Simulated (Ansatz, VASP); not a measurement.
**PbO: VASP beside Ansatz**

```
CELL_PARAMETERS angstrom
3.69100 0.00000 0.00000
0.00000 3.69100 0.00000
0.00000 0.00000 30.74933
ATOMIC_POSITIONS crystal
Pb 0.50000 0.00000 0.45803
Pb 0.00000 0.50000 0.54197
O 0.00000 0.00000 0.50000
O 0.50000 0.50000 0.50000
```

Alike in both runs: task single point; functional PBE; dispersion D3(BJ); k mesh 6 × 6 × 1; occupations gaussian, width 0.02 eV; no spin polarisation.

|  | VASP | Ansatz |
| --- | --- | --- |
| version | VASP 6.6.1 | Ansatz 0.2.0 |
| potentials or method | VASP PAW PBE potentials, release 64 (Pb_d, O), cutoff 520 eV | scalar-relativistic, plane waves, PAW |
| valence electrons in the cell | 40 | 40 |

```tsv
	VASP	Ansatz	Ansatz less VASP
gap on the k mesh at the Fermi level (eV)	3.13	3.14	+0.007
least direct gap on the mesh (eV)	3.24	3.24	+0.004
rms of the force components (eV/Å)	0.271	0.249	-0.0213
```

Spin-orbit coupling is off throughout.
